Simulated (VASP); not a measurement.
Input of a VASP 6.6.1 run:

File INCAR:

```
ALGO = Normal
DIPOL = 0.5 0.5 0.392
EDIFF = 1E-6
ENCUT = 520
GGA = PE
IDIPOL = 3
ISIF = 2
ISMEAR = 0
IVDW = 12
LASPH = True
LCHARG = True
LDIPOL = True
LELF = True
LREAL = False
LVACPOTAV = True
LVHAR = True
LWAVE = False
NBANDS = 31
NELM = 60
PREC = Accurate
SIGMA = 0.05
```

KPOINTS

```
k-points
0
Gamma
  9 9 1
```

The input POSCAR:

```
PtS2
1.0
    3.5415269801      0.0000000000      0.0000000000
   -1.7707634901      3.0670523330      0.0000000000
    0.0000000000      0.0000000000     22.4670671688
S Pt
4 2
Direct
    0.6666666667      0.3333333333      0.2002931654
    0.3333333333      0.6666666667      0.3108342327
    0.3333333333      1.0000000000      0.4728491487
    0.6666666667      0.6666666667      0.5833902160
    0.0000000000      0.0000000000      0.2555636990
    1.0000000000      1.3333333333      0.5281196824
```

Potentials or basis: VASP PAW PBE potentials, release 64 (S, Pt).

Run with:

```bash
$ cat potpaw_PBE.64/S/POTCAR potpaw_PBE.64/Pt/POTCAR > POTCAR
$ mpirun -np 1 vasp_std > vasp.out
```

(1) Estimate the largest force.

(2) Predict the dispersion energy per atom.

(3) What does it give for the band gap on the k mesh?

Results:

(1) 0.057 eV/Å.

(2) -0.310 eV.

(3) 1.52 eV (least direct gap 1.61 eV).

Caveat: the cell differs from its parent crystal (layers slid over each other); spin-orbit coupling is left out, which moves the levels of the heavy elements.
